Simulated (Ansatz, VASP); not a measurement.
**SiC in VASP and in Ansatz**

POSCAR

```
SiC
1.0
    2.1488174878      2.1488174878      0.0000000000
   -2.1488174878      2.1488174878      0.0000000000
    0.0000000000      2.1488174878      2.1488174878
Si C
1 1
Direct
    0.0000000000      0.0000000000      0.0000000000
    0.7500000000      0.2500000000      0.5000000000
```

The input INCAR.step1:

```
PREC = Accurate
ENCUT = 520
ISMEAR = 0
SIGMA = 0.01
LREAL = False
LASPH = True
NELM = 100
NBANDS = 11
GGA = PE
ALGO = Normal
EDIFF = 1E-4
LWAVE = True
LCHARG = False
```

File INCAR.step2:

```
PREC = Accurate
ENCUT = 520
EDIFF = 1E-7
ISMEAR = 0
SIGMA = 0.01
LREAL = False
LASPH = True
NELM = 100
ALGO = Normal
ISIF = 2
LWAVE = False
LCHARG = True
METAGGA = R2SCAN
LMIXTAU = True
LELF = True
LVHAR = True
NBANDS = 11
ISTART = 1
```

File KPOINTS:

```
Automatic mesh
0
Gamma
  10 10 10
```

Input for Ansatz:

```yaml
crystal:
  lattice:
    - [2.14881748778, 2.14881748778, 0.0]
    - [-2.14881748778, 2.14881748778, 0.0]
    - [0.0, 2.14881748778, 2.14881748778]
  atoms:
    - { symbol: Si, position: [0.0, 0.0, 0.0] }
    - { symbol: C, position: [0.75, 0.25, 0.5] }
kpoints:
  mp_grid: { grid: [10, 10, 10] }
scf:
  occupations: { method: fixed }
  convergence: { dr2_threshold: 1.0e-10 }
hamiltonian:
  xc: r2scan
  pseudopotentials: { kind: paw }
output:
  forces: true
  stress: true
  eigenstates:
    kpoints:
      - [0.0, 0.0, 0.0]
      - [-0.5, 0.5, 0.0]
      - [-0.5, -0.5, -0.5]
      - [0.0, 0.0, -0.5]
      - [0.0, -0.5, -0.5]
      - [0.0, 0.5, 0.0]
      - [-0.5, 0.0, 0.0]
      - [-0.5, 0.0, -0.5]
  eigenvalues: true
```

Alike in both runs: task single point; functional r2SCAN; k mesh 10 × 10 × 10; no spin polarisation.

|  | VASP | Ansatz |
| --- | --- | --- |
| version | VASP 6.6.1 | Ansatz 0.2.0 |
| potentials or method | VASP PAW PBE potentials, release 64 (Si, C) | PAW with Ansatz's default frozen-core files, scalar-relativistic |
| plane-wave cutoff (eV) | 520 | 500 |
| occupations | gaussian, width 0.01 eV | fixed |
| valence electrons in the cell | 8 | 8 |

```tsv
	VASP	Ansatz	Ansatz less VASP
gap on the k mesh at the Fermi level (eV)	1.70	1.69	-0.012
pressure (GPa)	9.8	10.0	+0.22
```

VASP's potentials were made for PBE, not for r2SCAN.
